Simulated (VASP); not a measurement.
Wanted: the native input for a VASP 6.6.1 run.

```yaml
Task: single point
Functional: PBEsol
Potentials_or_basis: VASP PAW PBE potentials, release 64 (Hf_pv)
Cutoff: 520 eV
k_mesh: 14 × 14 × 8
Occupations: fermi-dirac, width 0.05 eV
Spin: no spin polarisation
Dipole_correction: no
Further_INCAR_settings: ALGO = Normal; EDIFF = 1e-07; NBANDS = 17
```

The structure of Hf lies in POSCAR:

```
Hf
1.0
    3.1595199857      0.0000000000      0.0000000000
   -1.5797599929      2.7362245714      0.0000000000
    0.0000000000      0.0000000000      4.9980466353
Hf
2
Direct
    0.3333333333      0.6666666667      0.2500000000
    0.6666666667      0.3333333333      0.7500000000
```

One way to write it, as run:

INCAR

```
SYSTEM = Hf
ALGO     = Normal         ! electronic algorithm
EDIFF    = 1E-7           ! SCF threshold, eV
ENCUT    = 520            ! plane-wave cutoff, eV
GGA      = PS             ! functional
ISIF     = 2              ! what is computed and relaxed
ISMEAR   = -1             ! smearing method
LASPH    = .TRUE.         ! aspherical terms in the spheres
LCHARG   = .FALSE.        ! write CHGCAR
LREAL    = .FALSE.        ! projectors in reciprocal space
LWAVE    = .FALSE.        ! write WAVECAR
NBANDS   = 17             ! bands
NELM     = 80             ! most SCF steps
PREC     = Accurate       ! precision mode
SIGMA    = 0.05           ! smearing width, eV
```

KPOINTS

```
k-points
0
G
  14 14 8
  0 0 0
```

Potentials or basis: VASP PAW PBE potentials, release 64 (Hf_pv).

Command:

```console
$ cat potpaw_PBE.64/Hf_pv/POTCAR > POTCAR
$ mpirun -np 1 vasp_std > vasp.out
```

It gave:

| Item | Value |
| --- | --- |
| Pressure | -0.4 GPa |
| Band gap on the k mesh | zero (band 10 reaches 6.18 eV, above the bottom of band 11 at 4.67 eV) |

Caveat: the PAW data sets were made with another functional, which shifts forces and pressure a little; spin-orbit coupling is left out, which moves the levels of the heavy elements.

It took 35 s on 1 thread of Intel(R) Xeon(R) Platinum 8488C (Sapphire Rapids), on a shared host, peak memory 0.21 GiB.
